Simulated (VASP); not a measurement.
# Zn (Fd-3m) in VASP: a series of runs

The runs below take Zn through single point, with PBE.

Everything below comes from runs of VASP 6.6.1. Logs are shortened: lines on timing, memory, paths and dates and some standing lists are left out, and cuts for length are marked.

### Step 1. The cell of the first run

Symmetry: Fd-3m, No. 227, cubic system. The conventional cell has a = 5.665 Å, b = 5.665 Å, c = 5.665 Å, α = 90.00°, β = 90.00°, γ = 90.00°. Within 3.2 Å of Zn (site symmetry -43m) lie 4 Zn at 2.45 Å.

### Step 2. Single point, PBE (volume scaled by 0.92)

Input file INCAR:

```
SYSTEM = Zn
ALGO = Normal
EDIFF = 1E-6
ENCUT = 520
GGA = PE
ISIF = 2
ISMEAR = -1
LASPH = .TRUE.
LCHARG = .FALSE.
LREAL = .FALSE.
LWAVE = .FALSE.
NBANDS = 19
NELM = 60
PREC = Accurate
SIGMA = 0.1
```

Input file KPOINTS:

```
k-points
0
G
  11 11 11
  0 0 0
```

Input file POSCAR:

```
Zn
1.0
    0.0000000000      2.8325910061      2.8325910061
    2.8325910061      0.0000000000      2.8325910061
    2.8325910061      2.8325910061      0.0000000000
Zn
2
Direct
    0.1250000000      0.1250000000      0.1250000000
    0.8750000000      0.8750000000      0.8750000000
```

Potentials or basis: VASP PAW PBE potentials, release 64 (Zn).

Launch:

```
$ cat potpaw_PBE.64/Zn/POTCAR > POTCAR
$ mpirun -np 1 vasp_std > vasp.out
```

OUTCAR:

```text
SYSTEM = Zn
   EDIFF = 1E-6
   ENCUT = 520
   GGA = PE
   ISIF = 2
   ISMEAR = -1
   LASPH = .TRUE.
   LREAL = .FALSE.
   NELM = 60
   PREC = Accurate

 ion  position               nearest neighbor table
   1  0.125  0.125  0.125-   2 2.45   2 2.45   2 2.45   2 2.45
   2  0.875  0.875  0.875-   1 2.45   1 2.45   1 2.45   1 2.45

  LATTYP: Found a face centered cubic cell.
 ALAT       =     5.6651820122

  Lattice vectors:

 A1 = (   0.0000000000,   2.8325910061,   2.8325910061)
 A2 = (   2.8325910061,   0.0000000000,   2.8325910061)
 A3 = (   2.8325910061,   2.8325910061,   0.0000000000)

Analysis of symmetry for initial positions (statically):
=====================================================================
 Subroutine PRICEL returns:
 Original cell was already a primitive cell.

 Routine SETGRP: Setting up the symmetry group for a
 face centered cubic supercell.

 Subroutine GETGRP returns: Found 48 space group operations
 (whereof 12 operations were pure point group operations)
 out of a pool of 48 trial point group operations.

The static configuration has the point symmetry D_3d.
 The point group associated with its full space group is O_h .

Analysis of symmetry for dynamics (positions and initial velocities):
=====================================================================
 Subroutine PRICEL returns:
 Original cell was already a primitive cell.

 Routine SETGRP: Setting up the symmetry group for a
 face centered cubic supercell.

 Subroutine GETGRP returns: Found 48 space group operations
 (whereof 12 operations were pure point group operations)
 out of a pool of 48 trial point group operations.

The dynamic configuration has the point symmetry D_3d.
 The point group associated with its full space group is O_h .

 Subroutine INISYM returns: Found 48 space group operations
 (whereof 12 operations are pure point group operations),
 and found     1 'primitive' translations

----------------------------------------------------------------------------------------

                                     Primitive cell

  volume of cell :      45.4550

  direct lattice vectors                    reciprocal lattice vectors
     0.000000000  2.832591006  2.832591006    -0.176516835  0.176516835  0.176516835
     2.832591006  0.000000000  2.832591006     0.176516835 -0.176516835  0.176516835
     2.832591006  2.832591006  0.000000000     0.176516835  0.176516835 -0.176516835

  length of vectors
     4.005888617  4.005888617  4.005888617     0.305736127  0.305736127  0.305736127

  position of ions in fractional coordinates (direct lattice)
     0.125000000  0.125000000  0.125000000
     0.875000000  0.875000000  0.875000000

  ion indices of the primitive-cell ions
   primitive index   ion index
                 1           1
                 2           2

----------------------------------------------------------------------------------------

 KPOINTS: k-points

Automatic generation of k-mesh.
 Grid dimensions read from file:
 generate k-points for:   11   11   11

 Generating k-lattice:

  Cartesian coordinates                     Fractional coordinates (reciprocal lattice)
    -0.016046985  0.016046985  0.016046985     0.090909091  0.000000000  0.000000000
     0.016046985 -0.016046985  0.016046985     0.000000000  0.090909091  0.000000000
     0.016046985  0.016046985 -0.016046985     0.000000000  0.000000000  0.090909091

  Length of vectors
     0.027794193  0.027794193  0.027794193

  Shift w.r.t. Gamma in fractional coordinates (k-lattice)
     0.000000000  0.000000000  0.000000000

 Subroutine IBZKPT returns following result:
 ===========================================

 Found     56 irreducible k-points:

 Following reciprocal coordinates:
            Coordinates               Weight
  0.000000  0.000000  0.000000      1.000000
  0.090909  0.000000  0.000000      8.000000
  0.181818  0.000000  0.000000      8.000000
  0.272727  0.000000  0.000000      8.000000
  0.363636  0.000000  0.000000      8.000000
  0.454545  0.000000  0.000000      8.000000
[... 16 lines left out ...]
 -0.272727  0.181818  0.000000     24.000000
 -0.181818  0.181818  0.000000     12.000000
 [... further k-points ...]
   k-points           NKPTS =     56   k-points in BZ     NKDIM =     56   number of bands    NBANDS=     19
   number of dos      NEDOS =    301   number of ions     NIONS =      2
   total plane-waves  NPLWV =  27000
   dimension x,y,z NGX =    30 NGY =   30 NGZ =   30
   dimension x,y,z NGXF=    60 NGYF=   60 NGZF=   60
   ions per type =               2
   NGX,Y,Z   is equivalent  to a cutoff of  12.45, 12.45, 12.45 a.u.
   NGXF,Y,Z  is equivalent  to a cutoff of  24.90, 24.90, 24.90 a.u.
 SYSTEM =  Zn
   PREC   = accura    normal or accurate (medium, high low for compatibility)
   ISTART =      0    job   : 0-new  1-cont  2-samecut
   ICHARG =      2    charge: 1-file 2-atom 10-const
   ISPIN  =      1    spin polarized calculation?
   LNONCOLLINEAR =      F non collinear calculations
   LSORBIT =      F    spin-orbit coupling
   LASPH  =      T    aspherical Exc in radial PAW
   ENCUT  =  520.0 eV  38.22 Ry    6.18 a.u.   7.45  7.45  7.45*2*pi/ulx,y,z
   NELM   =     60;   NELMIN=  2; NELMDL= -5     # of ELM steps
   EDIFF  = 0.1E-05   stopping-criterion for ELM
   LREAL  =      F    real-space projection
   EDIFFG = 0.1E-04   stopping-criterion for IOM
   NSW    =      0    number of steps for IOM
   IBRION =     -1    ionic relax: 0-MD 1-quasi-New 2-CG
   NFREE  =      0    steps in history (QN), initial steepest desc. (CG)
   ISIF   =      2    stress and relaxation
   ISYM   =      2    0-nonsym 1-usesym 2-fastsym
   POTIM  = 0.5000    time-step for ionic-motion
   TEBEG  =    0.0;   TEEND  =   0.0 temperature during run
   PSTRESS=    0.0 pullay stress
   NELECT =      24.0000    total number of electrons
   NUPDOWN=      -1.0000    fix difference up-down
   EMIN   =  10.00;   EMAX   =-10.00  energy-range for DOS
   EFERMI =   0.00;   METHOD = LEGACY
   ISMEAR =    -1;   SIGMA  =   0.10  broadening in eV -4-tet -1-fermi 0-gaus
   EFERMI_NEDOS =   21; number of points for ismear=-14 and -15
   IALGO  =     38    algorithm
   IMIX   =      4    mixing-type and parameters
     AMIX     =   0.40;   BMIX     =  1.00
     AMIX_MAG =   1.60;   BMIX_MAG =  1.00
  volume/ion in A,a.u.               =      22.73       153.37
  Fermi-wavevector in a.u.,A,eV,Ry     =   1.323177  2.500443 23.821055  1.750798
  Thomas-Fermi vector in A             =   2.452804
   LORBIT       =      0    0 simple, 1 ext, 2 COOP (PROOUT), +10 PAW based schemes
   GGA     = PE    functional components
[... 5 lines left out ...]
 non-spin polarized calculation
  energy-cutoff  :      520.00
  volume of cell :       45.45
 maximum number of plane-waves:      1243
 NGX is ok and might be reduce to    30
   NGX = 15   NGY = 15   NGZ = 15

 number of electron      24.0000002 magnetization

 Free energy of the ion-electron system (eV)
  ---------------------------------------------------
  ext. energy  EPLUGINS =         0.00000000
  ---------------------------------------------------
  free energy    TOTEN  =        -1.26162555 eV

  energy without entropy =       -1.23477015  energy(sigma->0) =       -1.24819785

 E-fermi :   0.6036     XC(G=0):  -9.3186

 val. band max:        0.5262279133   @ k =  -0.3636   0.4545   0.1818
 cond. band min:       0.6435272237   @ k =   0.3636   0.2727   0.0000
 fundamental gap:      0.1172993104
 Fermi energy:         0.6036087270

 k-point     1 :       0.0000    0.0000    0.0000
  band No.  band energies     occupation
      1      -7.3173      2.00000
      2      -7.0742      2.00000
      3      -7.0742      2.00000
      4      -7.0742      2.00000
      5      -7.0312      2.00000
      6      -7.0312      2.00000
[... 11 lines left out ...]
     18       8.5286      0.00000
     19      10.0565      0.00000

 k-point     2 :       0.0909    0.0000    0.0000
  band No.  band energies     occupation
      1      -7.2225      2.00000
      2      -7.1010      2.00000
      3      -7.1010      2.00000
      4      -7.0711      2.00000
      5      -6.9945      2.00000
      6      -6.9945      2.00000
[... 11 lines left out ...]
     18       9.4050      0.00000
     19      10.8354      0.00000

 k-point     3 :       0.1818    0.0000    0.0000
  band No.  band energies     occupation
      1      -7.1249      2.00000
      2      -7.1249      2.00000
      3      -7.0832      2.00000
      4      -6.9680      2.00000
      5      -6.9470      2.00000
      6      -6.9470      2.00000
[... 11 lines left out ...]
     18      10.6136      0.00000
     19      11.4634      0.00000

 k-point     4 :       0.2727    0.0000    0.0000
  band No.  band energies     occupation
      1      -7.1303      2.00000
      2      -7.1303      2.00000
      3      -7.0705      2.00000
      4      -6.9190      2.00000
      5      -6.9190      2.00000
      6      -6.8033      2.00000
[... 11 lines left out ...]
     18      10.5717      0.00000
     19      12.2417      0.00000

 k-point     5 :       0.3636    0.0000    0.0000
  band No.  band energies     occupation
      1      -7.1207      2.00000
      2      -7.1206      2.00000
      3      -7.0585      2.00000
      4      -6.9176      2.00000
      5      -6.9176      2.00000
      6      -6.7801      2.00000
[... 11 lines left out ...]
     18      10.0335      0.00000
     19      13.6334      0.00000
[... 334 lines left out ...]
      2      -7.1245      2.00000
      3      -7.0253      2.00000
      4      -6.8500      2.00000
      5      -6.8286      2.00000
      6      -6.7907      2.00000
[... 11 lines left out ...]
     18      11.7523      0.00000
     19      13.0855      0.00000

 k-point    22 :      -0.3636    0.1818    0.0000
  band No.  band energies     occupation
      1      -7.1730      2.00000
      2      -7.1494      2.00000
      3      -6.9989      2.00000
      4      -6.9023      2.00000
      5      -6.8028      2.00000
      6      -6.7765      2.00000
[... 11 lines left out ...]
     18      12.4086      0.00000
     19      13.0556      0.00000

 k-point    23 :      -0.2727    0.1818    0.0000
  band No.  band energies     occupation
      1      -7.1688      2.00000
      2      -7.1511      2.00000
      3      -7.0063      2.00000
      4      -6.9334      2.00000
      5      -6.8007      2.00000
      6      -6.7596      2.00000
[... 11 lines left out ...]
     18      11.0204      0.00000
     19      11.6222      0.00000

 k-point    24 :      -0.1818    0.1818    0.0000
  band No.  band energies     occupation
      1      -7.1732      2.00000
      2      -7.1233      2.00000
      3      -7.0449      2.00000
      4      -6.9399      2.00000
      5      -6.8374      2.00000
      6      -6.7717      2.00000
[... 11 lines left out ...]
     18       9.7953      0.00000
     19      10.9948      0.00000

 [... further k-points ...]
[... 5 lines left out ...]
  --------------------------------------------------------------------------------------
  -------------------------------------------------------------------------------------
  Total        0.8096704      0.8096704      0.8096704      0.0000000      0.0000000      0.0000000
  in kB       28.5389018     28.5389018     28.5389018      0.0000000      0.0000000      0.0000000
  external PRESSURE =      28.5389018 kB  Pullay stress =       0.0000000 kB

 VOLUME and BASIS-vectors are now :
 -----------------------------------------------------------------------------
  energy-cutoff  :      520.00
  volume of cell :       45.45
      direct lattice vectors                 reciprocal lattice vectors
     0.000000000  2.832591006  2.832591006    -0.176516835  0.176516835  0.176516835
     2.832591006  0.000000000  2.832591006     0.176516835 -0.176516835  0.176516835
     2.832591006  2.832591006  0.000000000     0.176516835  0.176516835 -0.176516835

 POSITION                                       TOTAL-FORCE (eV/Angst)
 -----------------------------------------------------------------------------------
      0.70815      0.70815      0.70815        -0.000000     -0.000000     -0.000000
      4.95703      4.95703      4.95703         0.000000      0.000000      0.000000
 -----------------------------------------------------------------------------------
    total drift:                               -0.000000      0.000000      0.000000

  FREE ENERGIE OF THE ION-ELECTRON SYSTEM (eV)
  ---------------------------------------------------
  free  energy   TOTEN  =        -1.2616255467 eV

  energy  without entropy=       -1.2347701498  energy(sigma->0) =       -1.24819785
```

Run time: 18 s. Hardware: 1 thread of AMD EPYC 9R45 (Zen 5), shared host; peak memory 0.15 GiB.

Results:

```
Free energy            : -1.2616 eV
Pressure               : 2.9 GPa
Band gap on the k mesh : zero (band 12 reaches 6.18 eV, above the bottom of band 13 at -0.18 eV)
```

Caveat: the cell differs from its parent crystal (volume scaled by 0.92).

### Step 3. Single point, PBE (volume scaled by 0.96)

Input file INCAR:

```
PREC = Accurate
ENCUT = 520
EDIFF = 1E-6
ISMEAR = -1
SIGMA = 0.1
LREAL = False
LASPH = True
NELM = 100
ALGO = Normal
ISIF = 2
LWAVE = False
LCHARG = False
GGA = PE
NBANDS = 19
```

Input file KPOINTS:

```
Automatic mesh
0
Gamma
  11 11 11
```

Input file POSCAR:

```
Zn
1.0
    0.0000000000      2.8730620598      2.8730620598
    2.8730620598      0.0000000000      2.8730620598
    2.8730620598      2.8730620598      0.0000000000
Zn
2
Direct
    0.1250000000      0.1250000000      0.1250000000
    0.8750000000      0.8750000000      0.8750000000
```

Potentials or basis: VASP PAW PBE potentials, release 64 (Zn).

Launch:

```
$ cat potpaw_PBE.64/Zn/POTCAR > POTCAR
$ mpirun -np 1 vasp_std > vasp.out
```

Wall time 17 s (1 thread of AMD EPYC 9R45 (Zen 5), shared host); peak memory 0.16 GiB.

The run converged. Its results:

```yaml
Free_energy: -1.2871 eV
Pressure: 1.3 GPa
Band_gap_on_the_k_mesh: zero (band 12 reaches 5.80 eV, above the bottom of band 13 at -0.27 eV)
```

Levels at points of the mesh, in eV from the Fermi level:
```tsv
k point	band 10	band 11	band 12	band 13	band 14	band 15
(0.00, 0.00, 0.00)	-6.76	-6.76	5.36	5.36	5.36	6.83
```

Caveat: the cell differs from its parent crystal (volume scaled by 0.96).

### Step 4. Single point, PBE

This run uses another cell than the first one, of 24.70 Å³/atom, 1.087 times its volume.

Input file INCAR:

```
PREC = Accurate ; ENCUT = 520
EDIFF = 1E-7 ; ISMEAR = -1
SIGMA = 0.1 ; LREAL = False
LASPH = True ; NELM = 60
ALGO = Normal ; ISIF = 2
LWAVE = False ; LCHARG = False
GGA = PE ; NBANDS = 19
```

Input file KPOINTS:

```
regular mesh
0
Gamma
  11 11 11
```

Input file POSCAR:

```
Zn
1.0
    0.0000000000      2.9124239656      2.9124239656
    2.9124239656      0.0000000000      2.9124239656
    2.9124239656      2.9124239656      0.0000000000
Zn
2
Direct
    0.1250000000      0.1250000000      0.1250000000
    0.8750000000      0.8750000000      0.8750000000
```

Launch:

```
$ cat potpaw_PBE.64/Zn/POTCAR > POTCAR
$ mpirun -np 1 vasp_std > vasp.out
```

Wall time 19 s (1 thread of AMD EPYC 9R45 (Zen 5), shared host); peak memory 0.16 GiB.

Results (log left out):

```
Free energy            : -1.2958 eV
Pressure               : 0.1 GPa
Band gap on the k mesh : zero (band 12 reaches 5.46 eV, above the bottom of band 13 at -0.36 eV)
```

Levels at points of the mesh, in eV from the Fermi level:
| k point | band 8 | band 9 | band 10 | band 11 | band 12 | band 13 | band 14 | band 15 | band 16 | band 17 |
| --- | --- | --- | --- | --- | --- | --- | --- | --- | --- | --- |
| (0.00, 0.00, 0.00) | -6.95 | -6.95 | -6.75 | -6.75 | 5.17 | 5.17 | 5.17 | 6.65 | 6.65 | 6.65 |

### Step 5. Single point, PBE (volume scaled by 1.04)

Input file INCAR:

```
SYSTEM = Zn
ALGO = Normal
EDIFF = 1E-7
ENCUT = 520
GGA = PE
ISIF = 2
ISMEAR = -1
LASPH = .TRUE.
LCHARG = .FALSE.
LREAL = .FALSE.
LWAVE = .FALSE.
NBANDS = 19
NELM = 60
PREC = Accurate
SIGMA = 0.1
```

Input file KPOINTS:

```
k-points
0
G
  11 11 11
  0 0 0
```

Input file POSCAR:

```
Zn
1.0
    0.0000000000      2.9507497286      2.9507497286
    2.9507497286      0.0000000000      2.9507497286
    2.9507497286      2.9507497286      0.0000000000
Zn
2
Direct
    0.1250000000      0.1250000000      0.1250000000
    0.8750000000      0.8750000000      0.8750000000
```

Launch:

```
$ cat potpaw_PBE.64/Zn/POTCAR > POTCAR
$ mpirun -np 1 vasp_std > vasp.out
```

Run time: 20 s. Hardware: 1 thread of AMD EPYC 9R45 (Zen 5), shared host; peak memory 0.16 GiB.

The run converged. Its results:

```yaml
Free_energy: -1.2913 eV
Pressure: -0.8 GPa
Band_gap_on_the_k_mesh: zero (band 12 reaches 5.14 eV, above the bottom of band 13 at -0.44 eV)
```

Levels at points of the mesh, in eV from the Fermi level:
```
           k point  band 10  band 11  band 12  band 13  band 14  band 15
(0.00, 0.00, 0.00)    -6.75    -6.75     4.99     4.99     4.99     6.48
```

Caveat: the cell differs from its parent crystal (volume scaled by 1.04).

### Step 6. Single point, PBE (volume scaled by 1.08)

Input file INCAR:

```
PREC = Accurate
ENCUT = 520
EDIFF = 1E-6
ISMEAR = -1
SIGMA = 0.1
LREAL = False
LASPH = True
NELM = 80
ALGO = Normal
ISIF = 2
LWAVE = False
LCHARG = False
GGA = PE
NBANDS = 19
```

Input file KPOINTS:

```
Automatic mesh
0
Gamma
  11 11 11
```

Input file POSCAR:

```
Zn
1.0
    0.0000000000      2.9881049566      2.9881049566
    2.9881049566      0.0000000000      2.9881049566
    2.9881049566      2.9881049566      0.0000000000
Zn
2
Direct
    0.1250000000      0.1250000000      0.1250000000
    0.8750000000      0.8750000000      0.8750000000
```

Potentials or basis: VASP PAW PBE potentials, release 64 (Zn).

Launch:

```
$ cat potpaw_PBE.64/Zn/POTCAR > POTCAR
$ mpirun -np 1 vasp_std > vasp.out
```

It took 18 s on 1 thread of AMD EPYC 9R45 (Zen 5), shared host; peak memory 0.16 GiB.

The run converged. Its results:

| Property | Result |
| --- | --- |
| Free energy | -1.2768 eV |
| Pressure | -1.5 GPa |
| Band gap on the k mesh | zero (band 12 reaches 4.86 eV, above the bottom of band 13 at -0.51 eV) |

Levels at points of the mesh, in eV from the Fermi level:
```csv
k point,band 10,band 11,band 12,band 13,band 14,band 15
"(0.00, 0.00, 0.00)",-6.75,-6.75,4.83,4.83,4.83,6.19
```

Caveat: the cell differs from its parent crystal (volume scaled by 1.08).

### Step 7. Overview

| cell | gap on the mesh (eV) | pressure (GPa) |
| --- | --- | --- |
| a = 4.006 Å, angles 60.0°, 2 atoms | none | 2.9 |
| a = 4.063 Å, angles 60.0°, 2 atoms | none | 1.3 |
| a = 4.119 Å, angles 60.0°, 2 atoms | none | 0.1 |
| a = 4.173 Å, angles 60.0°, 2 atoms | none | -0.8 |
| a = 4.226 Å, angles 60.0°, 2 atoms | none | -1.5 |

Alike in all rows: task single point; level PBE; potentials or basis VASP PAW PBE potentials, release 64 (Zn); no spin polarisation; k mesh 11 × 11 × 11; cutoff (eV) 520; smearing fermi-dirac 0.1 eV.

Total energies depend on the potentials used, so only differences within one code and one set of settings carry meaning.
